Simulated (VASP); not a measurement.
# P (Cmce) in VASP: single point with r2SCAN

Aim: the single point of P with r2SCAN.

Program: VASP 6.6.1. These are calculated values, not measurements. Logs are shortened: lines on timing, memory, paths and dates and some standing lists are left out, and cuts for length are marked.

### Step 1. The cell of the first run

Symmetry: Cmce, No. 64, orthorhombic system. The conventional cell has a = 3.310 Å, b = 10.500 Å, c = 4.380 Å, α = 90.00°, β = 90.00°, γ = 90.00°. Within 2.9 Å of P (site symmetry m) lie 3 P at 2.21 to 2.24 Å.

### Step 2. Single point, r2SCAN

Input file POSCAR:

```
P
1.0
    1.6550000000     -5.2500000000      0.0000000000
    1.6550000000      5.2500000000      0.0000000000
    0.0000000000      0.0000000000      4.3800000000
P
4
Direct
    0.1008377615      0.8991622385      0.0828190798
    0.6008377615      0.3991622385      0.4171809202
    0.8991622385      0.1008377615      0.9171809202
    0.3991622385      0.6008377615      0.5828190798
```

Input file INCAR.step1:

```
ALGO     = Normal         # electronic algorithm
EDIFF    = 1E-4           # SCF threshold, eV
ENCUT    = 520            # plane-wave cutoff, eV
GGA      = PE             # functional
ISMEAR   = 0              # smearing method
LASPH    = True           # aspherical terms in the spheres
LCHARG   = False          # write CHGCAR
LREAL    = False          # projectors in reciprocal space
LWAVE    = True           # write WAVECAR
NBANDS   = 18             # bands
NELM     = 100            # most SCF steps
PREC     = Accurate       # precision mode
SIGMA    = 0.01           # smearing width, eV
```

Input file INCAR.step2:

```
ALGO     = Normal         # electronic algorithm
EDIFF    = 1E-7           # SCF threshold, eV
ENCUT    = 520            # plane-wave cutoff, eV
ISIF     = 2              # what is computed and relaxed
ISMEAR   = 0              # smearing method
ISTART   = 1            
LASPH    = True           # aspherical terms in the spheres
LCHARG   = False          # write CHGCAR
LMIXTAU  = True         
LREAL    = False          # projectors in reciprocal space
LWAVE    = False          # write WAVECAR
METAGGA  = R2SCAN         # meta-GGA
NBANDS   = 18             # bands
NELM     = 100            # most SCF steps
PREC     = Accurate       # precision mode
SIGMA    = 0.01           # smearing width, eV
```

Input file KPOINTS:

```
k-points
0
Gamma
  5 5 7
```

Potentials or basis: VASP PAW PBE potentials, release 64 (P).

On the command line:

```bash
$ cat potpaw_PBE.64/P/POTCAR > POTCAR
$ cp INCAR.step1 INCAR
$ mpirun -np 1 vasp_std > vasp.out
$ cp INCAR.step2 INCAR
$ mpirun -np 1 vasp_std > vasp.out
```

OUTCAR:

```text
EDIFF = 1E-7
   ENCUT = 520
   ISIF = 2
   ISMEAR = 0
   ISTART = 1
   LASPH = True
   LREAL = False
   METAGGA = R2SCAN
   NELM = 100
   PREC = Accurate

 ion  position               nearest neighbor table
   1  0.101  0.899  0.083-   2 2.21   2 2.21   3 2.24
   2  0.601  0.399  0.417-   1 2.21   1 2.21   4 2.24
   3  0.899  0.101  0.917-   4 2.21   4 2.21   1 2.24
   4  0.399  0.601  0.583-   3 2.21   3 2.21   2 2.24

  LATTYP: Found a base centered orthorhombic cell.
 ALAT       =     3.3100000000
 B/A-ratio  =     3.1722054381
 C/A-ratio  =     1.3232628399

  Lattice vectors:

 A1 = (   1.6550000000,  -5.2500000000,   0.0000000000)
 A2 = (   1.6550000000,   5.2500000000,   0.0000000000)
 A3 = (   0.0000000000,   0.0000000000,   4.3800000000)

Analysis of symmetry for initial positions (statically):
=====================================================================
 Subroutine PRICEL returns:
 Original cell was already a primitive cell.

 Routine SETGRP: Setting up the symmetry group for a
 base centered orthorhombic supercell.

 Subroutine GETGRP returns: Found  8 space group operations
 (whereof  4 operations were pure point group operations)
 out of a pool of  8 trial point group operations.

The static configuration has the point symmetry C_2h.
 The point group associated with its full space group is D_2h.

Analysis of symmetry for dynamics (positions and initial velocities):
=====================================================================
 Subroutine PRICEL returns:
 Original cell was already a primitive cell.

 Routine SETGRP: Setting up the symmetry group for a
 base centered orthorhombic supercell.

 Subroutine GETGRP returns: Found  8 space group operations
 (whereof  4 operations were pure point group operations)
 out of a pool of  8 trial point group operations.

The dynamic configuration has the point symmetry C_2h.
 The point group associated with its full space group is D_2h.

 Subroutine INISYM returns: Found  8 space group operations
 (whereof  4 operations are pure point group operations),
 and found     1 'primitive' translations

----------------------------------------------------------------------------------------

                                     Primitive cell

  volume of cell :      76.1135

  direct lattice vectors                    reciprocal lattice vectors
     1.655000000 -5.250000000  0.000000000     0.302114804 -0.095238095  0.000000000
     1.655000000  5.250000000  0.000000000     0.302114804  0.095238095  0.000000000
     0.000000000  0.000000000  4.380000000     0.000000000  0.000000000  0.228310502

  length of vectors
     5.504682098  5.504682098  4.380000000     0.316770657  0.316770657  0.228310502

  position of ions in fractional coordinates (direct lattice)
     0.100837762  0.899162238  0.082819080
     0.600837762  0.399162238  0.417180920
     0.899162238  0.100837762  0.917180920
     0.399162238  0.600837762  0.582819080

  ion indices of the primitive-cell ions
   primitive index   ion index
                 1           1
                 2           2
                 3           3
                 4           4

----------------------------------------------------------------------------------------

 KPOINTS: k-points

Automatic generation of k-mesh.
 Grid dimensions read from file:
 generate k-points for:    5    5    7

 Generating k-lattice:

  Cartesian coordinates                     Fractional coordinates (reciprocal lattice)
     0.060422961 -0.019047619  0.000000000     0.200000000  0.000000000  0.000000000
     0.060422961  0.019047619  0.000000000     0.000000000  0.200000000  0.000000000
     0.000000000  0.000000000  0.032615786     0.000000000  0.000000000  0.142857143

  Length of vectors
     0.063354131  0.063354131  0.032615786

  Shift w.r.t. Gamma in fractional coordinates (k-lattice)
     0.000000000  0.000000000  0.000000000

 Subroutine IBZKPT returns following result:
 ===========================================

 Found     36 irreducible k-points:

 Following reciprocal coordinates:
            Coordinates               Weight
  0.000000  0.000000  0.000000      1.000000
  0.200000  0.000000  0.000000      4.000000
  0.400000 -0.000000  0.000000      4.000000
  0.200000  0.200000  0.000000      2.000000
  0.400000  0.200000  0.000000      4.000000
 -0.400000  0.200000  0.000000      4.000000
[... 16 lines left out ...]
  0.400000  0.200000  0.285714      8.000000
 -0.400000  0.200000  0.285714      8.000000
 [... further k-points ...]
   k-points           NKPTS =     36   k-points in BZ     NKDIM =     36   number of bands    NBANDS=     18
   number of dos      NEDOS =    301   number of ions     NIONS =      4
   total plane-waves  NPLWV =  63504
   dimension x,y,z NGX =    42 NGY =   42 NGZ =   36
   dimension x,y,z NGXF=    84 NGYF=   84 NGZF=   72
   ions per type =               4
   NGX,Y,Z   is equivalent  to a cutoff of  12.68, 12.68, 13.66 a.u.
   NGXF,Y,Z  is equivalent  to a cutoff of  25.37, 25.37, 27.33 a.u.
 SYSTEM =  unknown system
   PREC   = accura    normal or accurate (medium, high low for compatibility)
   ISTART =      1    job   : 0-new  1-cont  2-samecut
   ICHARG =      0    charge: 1-file 2-atom 10-const
   ISPIN  =      1    spin polarized calculation?
   LNONCOLLINEAR =      F non collinear calculations
   LSORBIT =      F    spin-orbit coupling
   LASPH  =      T    aspherical Exc in radial PAW
   ENCUT  =  520.0 eV  38.22 Ry    6.18 a.u.  10.24 10.24  8.14*2*pi/ulx,y,z
   NELM   =    100;   NELMIN=  2; NELMDL=  0     # of ELM steps
   EDIFF  = 0.1E-06   stopping-criterion for ELM
   LREAL  =      F    real-space projection
   EDIFFG = 0.1E-05   stopping-criterion for IOM
   NSW    =      0    number of steps for IOM
   IBRION =     -1    ionic relax: 0-MD 1-quasi-New 2-CG
   NFREE  =      0    steps in history (QN), initial steepest desc. (CG)
   ISIF   =      2    stress and relaxation
   ISYM   =      2    0-nonsym 1-usesym 2-fastsym
   POTIM  = 0.5000    time-step for ionic-motion
   TEBEG  =    0.0;   TEEND  =   0.0 temperature during run
   PSTRESS=    0.0 pullay stress
   NELECT =      20.0000    total number of electrons
   NUPDOWN=      -1.0000    fix difference up-down
   EMIN   =  10.00;   EMAX   =-10.00  energy-range for DOS
   EFERMI =   0.00;   METHOD = LEGACY
   ISMEAR =     0;   SIGMA  =   0.01  broadening in eV -4-tet -1-fermi 0-gaus
   EFERMI_NEDOS =   21; number of points for ismear=-14 and -15
   IALGO  =     38    algorithm
   IMIX   =      4    mixing-type and parameters
     AMIX     =   0.40;   BMIX     =  1.00
     AMIX_MAG =   1.60;   BMIX_MAG =  1.00
  volume/ion in A,a.u.               =      19.03       128.41
  Fermi-wavevector in a.u.,A,eV,Ry     =   1.048571  1.981511 14.959611  1.099500
  Thomas-Fermi vector in A             =   2.183498
   LORBIT       =      0    0 simple, 1 ext, 2 COOP (PROOUT), +10 PAW based schemes
   METAGGA = R2SCAN    functional components
   LHFCALC =     F    Hartree Fock is set to
   AEXX    =    0.0000 exact exchange contribution
   IVDW    =     0    specifies the selected vdW correction
   LEPSILON=     F    determine dielectric tensor
   LRPA    =     F    only Hartree local field effects (RPA)
 non-spin polarized calculation
 Gauss-broadening in eV      SIGMA  =   0.01
  energy-cutoff  :      520.00
  volume of cell :       76.11
 maximum number of plane-waves:      2082
 NGX is ok and might be reduce to    42
   NGX = 21   NGY = 21   NGZ = 17

 number of electron      20.0000000 magnetization

 Free energy of the ion-electron system (eV)
  ---------------------------------------------------
  ext. energy  EPLUGINS =         0.00000000
  ---------------------------------------------------
  free energy    TOTEN  =       -35.86502804 eV

  energy without entropy =      -35.86502804  energy(sigma->0) =      -35.86502804

 E-fermi :   6.7372     XC(G=0): -10.2763

 val. band max:        6.6377890108   @ k =  -0.4000   0.4000   0.0000
 cond. band min:       7.0187249463   @ k =  -0.4000   0.4000   0.0000
 fundamental gap:      0.3809359355
 Fermi energy:         6.7371999453

 k-point     1 :       0.0000    0.0000    0.0000
  band No.  band energies     occupation
      1     -10.1832      2.00000
      2      -7.0163      2.00000
      3      -3.5055      2.00000
      4      -0.7844      2.00000
      5       1.4002      2.00000
      6       1.7787      2.00000
[... 10 lines left out ...]
     17      14.2151      0.00000
     18      14.4600      0.00000

 k-point     2 :       0.2000    0.0000    0.0000
  band No.  band energies     occupation
      1      -9.6643      2.00000
      2      -6.5495      2.00000
      3      -3.9465      2.00000
      4      -0.3107      2.00000
      5       0.1481      2.00000
      6       0.6672      2.00000
[... 10 lines left out ...]
     17      11.6480      0.00000
     18      14.0145      0.00000

 k-point     3 :       0.4000   -0.0000    0.0000
  band No.  band energies     occupation
      1      -8.1584      2.00000
      2      -5.9113      2.00000
      3      -5.1455      2.00000
      4      -2.8249      2.00000
      5       0.5136      2.00000
      6       0.7488      2.00000
[... 10 lines left out ...]
     17      13.6518      0.00000
     18      13.7914      0.00000

 k-point     4 :       0.2000    0.2000    0.0000
  band No.  band energies     occupation
      1      -8.2223      2.00000
      2      -5.8568      2.00000
      3      -4.9629      2.00000
      4      -2.9839      2.00000
      5       0.5154      2.00000
      6       0.5683      2.00000
[... 375 lines left out ...]
      4      -3.2310      2.00000
      5      -0.0193      2.00000
      6       0.5903      2.00000
[... 10 lines left out ...]
     17      13.2969      0.00000
     18      14.0217      0.00000

 k-point    23 :       0.4000    0.2000    0.2857
  band No.  band energies     occupation
      1      -7.6579      2.00000
      2      -6.3665      2.00000
      3      -4.8746      2.00000
      4      -3.0871      2.00000
      5      -0.4708      2.00000
      6       0.5680      2.00000
[... 10 lines left out ...]
     17      12.6989      0.00000
     18      13.7734      0.00000

 k-point    24 :      -0.4000    0.2000    0.2857
  band No.  band energies     occupation
      1      -9.0937      2.00000
      2      -7.3466      2.00000
      3      -3.8277      2.00000
      4      -1.6474      2.00000
      5       0.0554      2.00000
      6       1.1480      2.00000
[... 10 lines left out ...]
     17      12.6600      0.00000
     18      13.5259      0.00000

 [... further k-points ...]

------------------------ aborting loop because EDIFF is reached ----------------------------------------

  FORCE on cell =-STRESS in cart. coord.  units (eV):
  Direction    XX          YY          ZZ          XY          YZ          ZX
  --------------------------------------------------------------------------------------
  -------------------------------------------------------------------------------------
  Total        0.6156818      0.6839898      0.5376034      0.0000000      0.0000000      0.0000000
  in kB       12.9600147     14.3978891     11.3164751      0.0000000      0.0000000      0.0000000
  external PRESSURE =      12.8914596 kB  Pullay stress =       0.0000000 kB

 VOLUME and BASIS-vectors are now :
 -----------------------------------------------------------------------------
  energy-cutoff  :      520.00
  volume of cell :       76.11
      direct lattice vectors                 reciprocal lattice vectors
     1.655000000 -5.250000000  0.000000000     0.302114804 -0.095238095  0.000000000
     1.655000000  5.250000000  0.000000000     0.302114804  0.095238095  0.000000000
     0.000000000  0.000000000  4.380000000     0.000000000  0.000000000  0.228310502

 POSITION                                       TOTAL-FORCE (eV/Angst)
 -----------------------------------------------------------------------------------
      1.65500      4.19120      0.36275         0.000000      0.062983      0.079666
      1.65500     -1.05880      1.82725         0.000000      0.062983     -0.079666
      1.65500     -4.19120      4.01725         0.000000     -0.062983     -0.079666
      1.65500      1.05880      2.55275         0.000000     -0.062983      0.079666
 -----------------------------------------------------------------------------------
    total drift:                                0.000000      0.000000     -0.000000

  FREE ENERGIE OF THE ION-ELECTRON SYSTEM (eV)
  ---------------------------------------------------
  free  energy   TOTEN  =       -35.8650280397 eV

  energy  without entropy=      -35.8650280397  energy(sigma->0) =      -35.86502804
```

Wall time 3.5 min (1 thread of Intel Xeon 6975P-C, shared host); peak memory 0.26 GiB.

Results:

| Quantity | Value |
| --- | --- |
| Free energy | -35.8650 eV |
| Pressure | 1.3 GPa |
| Largest force | 0.102 eV/Å |
| Band gap on the k mesh | 0.38 eV, direct |

Forces in eV/Å, atoms in the order of the input:
```
P    0.000  0.063  0.080
P    0.000  0.063 -0.080
P    0.000 -0.063 -0.080
P    0.000 -0.063  0.080
```

Stress tensor (GPa, compression positive):
```
1.30 0.00 0.00
0.00 1.44 0.00
0.00 0.00 1.13
```

Levels at points of the mesh, in eV from the valence-band top:
```
           k point  band 6  band 7  band 8  band 9  band 10  band 11  band 12  band 13  band 14  band 15
(0.00, 0.00, 0.00)   -4.86   -4.50   -3.07   -2.93    -1.50     0.75     1.20     2.00     3.13     5.64
```

Caveat: the PAW data sets were made with another functional, which shifts forces and pressure a little.
